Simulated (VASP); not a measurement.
# ZnMo2Se4 (P3m1) in VASP: further runs

Runs on ZnMo2Se4. Level: PBE. Tasks: single point.

All numbers are computed with VASP 6.6.1; they aren't measurements. Logs are shortened: lines on timing, memory, paths and dates and some standing lists are left out, and cuts for length are marked.

### 1 The cell of the first run

Symmetry: P3m1, No. 156, trigonal system. The conventional cell has a = 3.335 Å, b = 3.335 Å, c = 17.994 Å, α = 90.00°, β = 90.00°, γ = 120.00°. Within 3.4 Å of Mo (site symmetry 3m) lie 6 Se at 2.56 Å and 6 Mo at 3.34 Å. Within 3.4 Å of Mo (site symmetry 3m) lie 6 Se at 2.56 to 2.57 Å and 6 Mo at 3.34 Å. Se (site symmetry 3m) has 3 Mo at 2.56 Å and 7 Se at 3.34 to 3.38 Å and 1 Zn at 3.36 Å within 3.4 Å. Within 3.4 Å of Se (site symmetry 3m) lie 3 Mo at 2.57 Å and 7 Se at 3.34 to 3.38 Å. Within 3.4 Å of Se (site symmetry 3m) lie 3 Mo at 2.56 Å and 7 Se at 3.34 to 3.38 Å. Se (site symmetry 3m) has 3 Mo at 2.56 Å and 7 Se at 3.34 to 3.38 Å within 3.4 Å. Zn (site symmetry 3m) has 6 Zn at 3.34 Å and 4 Se at 3.36 to 3.45 Å within 4.4 Å.

### 2 Single point, PBE

INCAR reads:

```
SYSTEM = ZnMo2Se4
PREC = Accurate
ENCUT = 520
EDIFF = 1E-6
ISMEAR = -1
SIGMA = 0.05
LREAL = .FALSE.
LASPH = .TRUE.
NELM = 60
ALGO = Normal
ISIF = 2
LWAVE = .FALSE.
LCHARG = .FALSE.
GGA = PE
NBANDS = 41
```

KPOINTS reads:

```
Automatic mesh
0
G
  9 9 2
  0 0 0
```

POSCAR reads:

```
ZnMo2Se4
1.0
    3.3353132771      0.0000000000      0.0000000000
   -1.6676566386      2.8884660275      0.0000000000
    0.0000000000      0.0000000000     17.9937886357
Mo Se Zn
2 4 1
Direct
    0.6666666667      0.3333333333      0.2392630000
    0.0000000000      0.0000000000      0.7732790000
    0.0000000000      0.0000000000      0.3332870000
    0.6666666667      0.3333333333      0.6788960000
    0.6666666667      0.3333333333      0.8669470000
    0.0000000000      0.0000000000      0.1453890000
    0.0000000000      0.0000000000      0.5199400000
```

Potentials or basis: VASP PAW PBE potentials, release 64 (Mo_sv, Se, Zn).

The run is started by

```sh
$ cat potpaw_PBE.64/Mo_sv/POTCAR potpaw_PBE.64/Se/POTCAR potpaw_PBE.64/Zn/POTCAR > POTCAR
$ mpirun -np 1 vasp_std > vasp.out
```

OUTCAR:

```text
SYSTEM = ZnMo2Se4
   PREC = Accurate
   ENCUT = 520
   EDIFF = 1E-6
   ISMEAR = -1
   LREAL = .FALSE.
   LASPH = .TRUE.
   NELM = 60
   ISIF = 2
   GGA = PE

 ion  position               nearest neighbor table
   1  0.667  0.333  0.239-   6 2.56   6 2.56   6 2.56   3 2.56   3 2.56   3 2.56
   2  0.000  0.000  0.773-   5 2.56   5 2.56   5 2.56   4 2.57   4 2.57   4 2.57
   3  0.000  0.000  0.333-   1 2.56   1 2.56   1 2.56
   4  0.667  0.333  0.679-   2 2.57   2 2.57   2 2.57
   5  0.667  0.333  0.867-   2 2.56   2 2.56   2 2.56
   6  0.000  0.000  0.145-   1 2.56   1 2.56   1 2.56
   7  0.000  0.000  0.520-

  LATTYP: Found a hexagonal cell.
 ALAT       =     3.3353132771
 C/A-ratio  =     5.3949320921

  Lattice vectors:

 A1 = (   3.3353132771,   0.0000000000,   0.0000000000)
 A2 = (  -1.6676566386,   2.8884660275,   0.0000000000)
 A3 = (   0.0000000000,   0.0000000000,  17.9937886357)

Analysis of symmetry for initial positions (statically):
=====================================================================
 Subroutine PRICEL returns:
 Original cell was already a primitive cell.

 Routine SETGRP: Setting up the symmetry group for a
 hexagonal supercell.

 Subroutine GETGRP returns: Found  6 space group operations
 (whereof  6 operations were pure point group operations)
 out of a pool of 24 trial point group operations.

The static configuration has the point symmetry C_3v.

Analysis of symmetry for dynamics (positions and initial velocities):
=====================================================================
 Subroutine PRICEL returns:
 Original cell was already a primitive cell.

 Routine SETGRP: Setting up the symmetry group for a
 hexagonal supercell.

 Subroutine GETGRP returns: Found  6 space group operations
 (whereof  6 operations were pure point group operations)
 out of a pool of 24 trial point group operations.

The dynamic configuration has the point symmetry C_3v.

 Subroutine INISYM returns: Found  6 space group operations
 (whereof  6 operations are pure point group operations),
 and found     1 'primitive' translations

----------------------------------------------------------------------------------------

                                     Primitive cell

  volume of cell :     173.3511

  direct lattice vectors                    reciprocal lattice vectors
     3.335313277  0.000000000  0.000000000     0.299821911  0.173102261  0.000000000
    -1.667656639  2.888466027  0.000000000     0.000000000  0.346204522  0.000000000
     0.000000000  0.000000000 17.993788636     0.000000000  0.000000000  0.055574733

  length of vectors
     3.335313277  3.335313277 17.993788636     0.346204522  0.346204522  0.055574733

  position of ions in fractional coordinates (direct lattice)
     0.666666667  0.333333333  0.239263000
     0.000000000  0.000000000  0.773279000
     0.000000000  0.000000000  0.333287000
     0.666666667  0.333333333  0.678896000
     0.666666667  0.333333333  0.866947000
     0.000000000  0.000000000  0.145389000
     0.000000000  0.000000000  0.519940000

  ion indices of the primitive-cell ions
   primitive index   ion index
                 1           1
                 2           2
                 3           3
                 4           4
                 5           5
                 6           6
                 7           7

----------------------------------------------------------------------------------------

 KPOINTS: Automatic mesh

Automatic generation of k-mesh.
 Grid dimensions read from file:
 generate k-points for:    9    9    2

 Generating k-lattice:

  Cartesian coordinates                     Fractional coordinates (reciprocal lattice)
     0.033313546  0.019233585  0.000000000     0.111111111 -0.000000000  0.000000000
     0.000000000  0.038467169  0.000000000     0.000000000  0.111111111  0.000000000
     0.000000000  0.000000000  0.027787367     0.000000000  0.000000000  0.500000000

  Length of vectors
     0.038467169  0.038467169  0.027787367

  Shift w.r.t. Gamma in fractional coordinates (k-lattice)
     0.000000000  0.000000000  0.000000000

 Subroutine IBZKPT returns following result:
 ===========================================

 Found     24 irreducible k-points:

 Following reciprocal coordinates:
            Coordinates               Weight
  0.000000  0.000000  0.000000      1.000000
  0.111111  0.000000  0.000000      6.000000
  0.222222 -0.000000  0.000000      6.000000
  0.333333  0.000000  0.000000      6.000000
  0.444444 -0.000000  0.000000      6.000000
  0.111111  0.111111  0.000000      6.000000
[... 16 lines left out ...]
  0.333333  0.222222  0.500000     12.000000
  0.333333  0.333333  0.500000      2.000000
   k-points           NKPTS =     24   k-points in BZ     NKDIM =     24   number of bands    NBANDS=     41
   number of dos      NEDOS =    301   number of ions     NIONS =      7
   total plane-waves  NPLWV = 109760
   dimension x,y,z NGX =    28 NGY =   28 NGZ =  140
   dimension x,y,z NGXF=    56 NGYF=   56 NGZF=  280
   ions per type =               2   4   1
   NGX,Y,Z   is equivalent  to a cutoff of  13.96, 13.96, 12.93 a.u.
   NGXF,Y,Z  is equivalent  to a cutoff of  27.91, 27.91, 25.87 a.u.
 SYSTEM =  ZnMo2Se4
   PREC   = accura    normal or accurate (medium, high low for compatibility)
   ISTART =      0    job   : 0-new  1-cont  2-samecut
   ICHARG =      2    charge: 1-file 2-atom 10-const
   ISPIN  =      1    spin polarized calculation?
   LNONCOLLINEAR =      F non collinear calculations
   LSORBIT =      F    spin-orbit coupling
   LASPH  =      T    aspherical Exc in radial PAW
   ENCUT  =  520.0 eV  38.22 Ry    6.18 a.u.   6.20  6.20 33.46*2*pi/ulx,y,z
   NELM   =     60;   NELMIN=  2; NELMDL= -5     # of ELM steps
   EDIFF  = 0.1E-05   stopping-criterion for ELM
   LREAL  =      F    real-space projection
   EDIFFG = 0.1E-04   stopping-criterion for IOM
   NSW    =      0    number of steps for IOM
   IBRION =     -1    ionic relax: 0-MD 1-quasi-New 2-CG
   NFREE  =      0    steps in history (QN), initial steepest desc. (CG)
   ISIF   =      2    stress and relaxation
   ISYM   =      2    0-nonsym 1-usesym 2-fastsym
   POTIM  = 0.5000    time-step for ionic-motion
   TEBEG  =    0.0;   TEEND  =   0.0 temperature during run
   PSTRESS=    0.0 pullay stress
   NELECT =      64.0000    total number of electrons
   NUPDOWN=      -1.0000    fix difference up-down
   EMIN   =  10.00;   EMAX   =-10.00  energy-range for DOS
   EFERMI =   0.00;   METHOD = LEGACY
   ISMEAR =    -1;   SIGMA  =   0.05  broadening in eV -4-tet -1-fermi 0-gaus
   EFERMI_NEDOS =   21; number of points for ismear=-14 and -15
   IALGO  =     38    algorithm
   IMIX   =      4    mixing-type and parameters
     AMIX     =   0.40;   BMIX     =  1.00
     AMIX_MAG =   1.60;   BMIX_MAG =  1.00
  volume/ion in A,a.u.               =      24.76       167.12
  Fermi-wavevector in a.u.,A,eV,Ry     =   1.174427  2.219345 18.766223  1.379279
  Thomas-Fermi vector in A             =   2.310824
   LORBIT       =      0    0 simple, 1 ext, 2 COOP (PROOUT), +10 PAW based schemes
   GGA     = PE    functional components
   LHFCALC =     F    Hartree Fock is set to
   AEXX    =    0.0000 exact exchange contribution
   IVDW    =     0    specifies the selected vdW correction
   LEPSILON=     F    determine dielectric tensor
   LRPA    =     F    only Hartree local field effects (RPA)
 non-spin polarized calculation
  energy-cutoff  :      520.00
  volume of cell :      173.35
 maximum number of plane-waves:      4698
 NGX is ok and might be reduce to    28
   NGX = 13   NGY = 13   NGZ = 67

 number of electron      64.0000013 magnetization

 Free energy of the ion-electron system (eV)
  ---------------------------------------------------
  ext. energy  EPLUGINS =         0.00000000
  ---------------------------------------------------
  free energy    TOTEN  =       -40.34061830 eV

  energy without entropy =      -40.33740796  energy(sigma->0) =      -40.33901313

 E-fermi :   4.5363     XC(G=0):  -9.3202

 val. band max:        4.4574412133   @ k =   0.3333   0.3333   0.5000
 cond. band min:       4.6998802184   @ k =   0.3333   0.3333   0.0000
 fundamental gap:      0.2424390051
 Fermi energy:         4.5363024932

 k-point     1 :       0.0000    0.0000    0.0000
  band No.  band energies     occupation
      1     -57.6054      2.00000
      2     -57.5102      2.00000
      3     -31.7383      2.00000
      4     -31.6373      2.00000
      5     -31.5824      2.00000
      6     -31.5824      2.00000
[... 33 lines left out ...]
     40       6.2731      0.00000
     41       7.1421      0.00000

 k-point     2 :       0.1111    0.0000    0.0000
  band No.  band energies     occupation
      1     -57.6031      2.00000
      2     -57.5079      2.00000
      3     -31.7329      2.00000
      4     -31.6319      2.00000
      5     -31.6091      2.00000
      6     -31.5886      2.00000
[... 33 lines left out ...]
     40       6.3090      0.00000
     41       7.6095      0.00000

 k-point     3 :       0.2222   -0.0000    0.0000
  band No.  band energies     occupation
      1     -57.5972      2.00000
      2     -57.5020      2.00000
      3     -31.7192      2.00000
      4     -31.6759      2.00000
      5     -31.6182      2.00000
      6     -31.6041      2.00000
[... 33 lines left out ...]
     40       6.7169      0.00000
     41       8.1826      0.00000

 k-point     4 :       0.3333    0.0000    0.0000
  band No.  band energies     occupation
      1     -57.5906      2.00000
      2     -57.4954      2.00000
      3     -31.7509      2.00000
      4     -31.7036      2.00000
      5     -31.6597      2.00000
      6     -31.6217      2.00000
[... 825 lines left out ...]
     40       7.1990      0.00000
     41       7.8576      0.00000

 k-point    23 :       0.3333    0.2222    0.5000
  band No.  band energies     occupation
      1     -57.5843      2.00000
      2     -57.4891      2.00000
      3     -31.7728      2.00000
      4     -31.6889      2.00000
      5     -31.6870      2.00000
      6     -31.6816      2.00000
[... 33 lines left out ...]
     40       7.0807      0.00000
     41       7.4355      0.00000

 k-point    24 :       0.3333    0.3333    0.5000
  band No.  band energies     occupation
      1     -57.5831      2.00000
      2     -57.4879      2.00000
      3     -31.7508      2.00000
      4     -31.7253      2.00000
      5     -31.6862      2.00000
      6     -31.6596      2.00000
[... 33 lines left out ...]
     40       6.8284      0.00000
     41       7.3879      0.00000

------------------------ aborting loop because EDIFF is reached ----------------------------------------

  FORCE on cell =-STRESS in cart. coord.  units (eV):
  Direction    XX          YY          ZZ          XY          YZ          ZX
  --------------------------------------------------------------------------------------
  -------------------------------------------------------------------------------------
  Total       -2.0322350     -2.0322350     -2.3221464      0.0000000      0.0000000     -0.0000000
  in kB      -18.7826991    -18.7826991    -21.4621722      0.0000000      0.0000000     -0.0000000
  external PRESSURE =     -19.6758568 kB  Pullay stress =       0.0000000 kB

 VOLUME and BASIS-vectors are now :
 -----------------------------------------------------------------------------
  energy-cutoff  :      520.00
  volume of cell :      173.35
      direct lattice vectors                 reciprocal lattice vectors
     3.335313277  0.000000000  0.000000000     0.299821911  0.173102261  0.000000000
    -1.667656639  2.888466027  0.000000000     0.000000000  0.346204522  0.000000000
     0.000000000  0.000000000 17.993788636     0.000000000  0.000000000  0.055574733

 POSITION                                       TOTAL-FORCE (eV/Angst)
 -----------------------------------------------------------------------------------
      1.66766      0.96282      4.30525        -0.000000      0.000000     -0.001447
      0.00000      0.00000     13.91422        -0.000000     -0.000000      0.014054
      0.00000      0.00000      5.99710         0.000000     -0.000000     -0.362258
      1.66766      0.96282     12.21591         0.000000     -0.000000      0.358823
      1.66766      0.96282     15.59966         0.000000     -0.000000     -0.338229
      0.00000      0.00000      2.61610        -0.000000     -0.000000      0.366099
      0.00000      0.00000      9.35569        -0.000000     -0.000000     -0.037042
 -----------------------------------------------------------------------------------
    total drift:                               -0.000000      0.000000     -0.000309

  FREE ENERGIE OF THE ION-ELECTRON SYSTEM (eV)
  ---------------------------------------------------
  free  energy   TOTEN  =       -40.3406183015 eV

  energy  without entropy=      -40.3374079640  energy(sigma->0) =      -40.33901313
```

Wall time 3.4 min (1 thread of Intel Xeon Platinum 8375C at 2.90GHz (Ice Lake), shared host); peak memory 0.41 GiB.

Results:

* Free energy: -40.3406 eV
* Pressure: -2.0 GPa
* Largest force: 0.366 eV/Å
* Band gap on the k mesh: 0.24 eV, direct

Forces in eV/Å, atoms in the order of the input:
```
Mo   0.000  0.000 -0.001
Mo   0.000  0.000  0.014
Se   0.000  0.000 -0.362
Se   0.000  0.000  0.359
Se   0.000  0.000 -0.338
Se   0.000  0.000  0.366
Zn   0.000  0.000 -0.037
```

### 3 Single point, PBE

This run uses another cell than the first one, of 25.25 Å³/atom, 1.020 times its volume.

INCAR reads:

```
ALGO = Normal
EDIFF = 1E-7
ENCUT = 520
GGA = PE
ISIF = 2
ISMEAR = -1
LASPH = True
LCHARG = False
LREAL = False
LWAVE = False
NBANDS = 41
NELM = 60
PREC = Accurate
SIGMA = 0.05
```

KPOINTS reads:

```
k-points
0
Gamma
  9 9 2
```

Edit POSCAR of step 2 so:

```diff
@@ -2,5 +2,5 @@
 1.0
-    3.3353132771      0.0000000000      0.0000000000
-   -1.6676566386      2.8884660275      0.0000000000
-    0.0000000000      0.0000000000     17.9937886357
+    3.3569717624      0.0000000000      0.0000000000
+   -1.6784858812      2.9072228260      0.0000000000
+    0.0000000000      0.0000000000     18.1106346931
 Mo Se Zn
```

Potentials or basis: VASP PAW PBE potentials, release 64 (Mo_sv, Se, Zn).

The run is started by

```sh
$ cat potpaw_PBE.64/Mo_sv/POTCAR potpaw_PBE.64/Se/POTCAR potpaw_PBE.64/Zn/POTCAR > POTCAR
$ mpirun -np 1 vasp_std > vasp.out
```

It took 3.9 min on 1 thread of Intel Xeon Platinum 8375C at 2.90GHz (Ice Lake), shared host; peak memory 0.43 GiB.

It converged, with:

```yaml
Free_energy: -40.2831 eV
Pressure: -3.5 GPa
Largest_force: 0.632 eV/Å
Band_gap_on_the_k_mesh: 0.25 eV, direct
```

Forces in eV/Å, atoms in the order of the input:
```
Mo   0.000  0.000 -0.006
Mo   0.000  0.000  0.018
Se   0.000  0.000 -0.619
Se   0.000  0.000  0.607
Se   0.000  0.000 -0.605
Se   0.000  0.000  0.632
Zn   0.000  0.000 -0.028
```

Stress tensor (GPa, compression positive):
```
-3.27  0.00  0.00
 0.00 -3.27  0.00
 0.00  0.00 -3.83
```

Levels at points of the mesh, in eV from the valence-band top:
```tsv
k point	band 28	band 29	band 30	band 31	band 32	band 33	band 34	band 35	band 36	band 37
(0.00, 0.00, 0.00)	-2.24	-2.16	-2.16	-1.43	-1.16	1.52	1.52	1.58	1.58	1.70
(0.00, 0.00, 0.50)	-2.24	-2.16	-2.16	-1.56	-1.11	1.52	1.52	1.58	1.58	1.70
```

A k mesh can miss the band edges.

### 4 Single point, PBE

This run uses another cell than the first one, of 25.74 Å³/atom, 1.039 times its volume.

INCAR reads:

```
ALGO     = Normal         # electronic algorithm
EDIFF    = 1E-7           # SCF threshold, eV
ENCUT    = 520            # plane-wave cutoff, eV
GGA      = PE             # functional
ISIF     = 2              # what is computed and relaxed
ISMEAR   = -1             # smearing method
LASPH    = T              # aspherical terms in the spheres
LCHARG   = F              # write CHGCAR
LREAL    = F              # projectors in reciprocal space
LWAVE    = F              # write WAVECAR
NBANDS   = 41             # bands
NELM     = 80             # most SCF steps
PREC     = Accurate       # precision mode
SIGMA    = 0.05           # smearing width, eV
```

KPOINTS is that of step 3.

Edit POSCAR of step 3 so:

```diff
@@ -2,5 +2,5 @@
 1.0
-    3.3569717624      0.0000000000      0.0000000000
-   -1.6784858812      2.9072228260      0.0000000000
-    0.0000000000      0.0000000000     18.1106346931
+    3.3783543246      0.0000000000      0.0000000000
+   -1.6891771624      2.9257406681      0.0000000000
+    0.0000000000      0.0000000000     18.2259921644
 Mo Se Zn
```

The run is started by

```sh
$ cat potpaw_PBE.64/Mo_sv/POTCAR potpaw_PBE.64/Se/POTCAR potpaw_PBE.64/Zn/POTCAR > POTCAR
$ mpirun -np 1 vasp_std > vasp.out
```

Wall time 4.1 min (1 thread of Intel Xeon Platinum 8375C at 2.90GHz (Ice Lake), shared host); peak memory 0.43 GiB.

Results (log left out):

| Property | Result |
| --- | --- |
| Free energy | -40.1957 eV |
| Pressure | -4.8 GPa |
| Largest force | 0.878 eV/Å |
| Band gap on the k mesh | 0.27 eV, direct |

Forces in eV/Å, atoms in the order of the input:
```
Mo   0.000  0.000 -0.009
Mo   0.000  0.000  0.022
Se   0.000  0.000 -0.855
Se   0.000  0.000  0.836
Se   0.000  0.000 -0.852
Se   0.000  0.000  0.878
Zn   0.000  0.000 -0.019
```

Stress tensor (GPa, compression positive):
```
-4.52  0.00  0.00
 0.00 -4.52  0.00
 0.00  0.00 -5.33
```

Levels at points of the mesh, in eV from the valence-band top:
| k point | band 30 | band 31 | band 32 | band 33 | band 34 | band 35 |
| --- | --- | --- | --- | --- | --- | --- |
| (0.00, 0.00, 0.00) | -2.10 | -1.37 | -1.12 | 1.50 | 1.50 | 1.56 |
| (0.00, 0.00, 0.50) | -2.10 | -1.49 | -1.07 | 1.50 | 1.50 | 1.56 |

### 5 Summary

```csv
cell,gap on the mesh (eV),pressure (GPa),largest force (eV/Å)
"a = 3.335, b = 3.335, c = 17.994 Å, angles 90.0, 90.0, 120.0°, 7 atoms",0.24,-2.0,0.37
"a = 3.357, b = 3.357, c = 18.111 Å, angles 90.0, 90.0, 120.0°, 7 atoms",0.25,-3.5,0.63
"a = 3.378, b = 3.378, c = 18.226 Å, angles 90.0, 90.0, 120.0°, 7 atoms",0.27,-4.8,0.88
```

Alike in all rows: task single point; level PBE; potentials or basis VASP PAW PBE potentials, release 64 (Mo_sv, Se, Zn); no spin polarisation; k mesh 9 × 9 × 2; cutoff (eV) 520; smearing fermi-dirac 0.05 eV.

Total energies depend on the potentials used, so only differences within one code and one set of settings carry meaning.
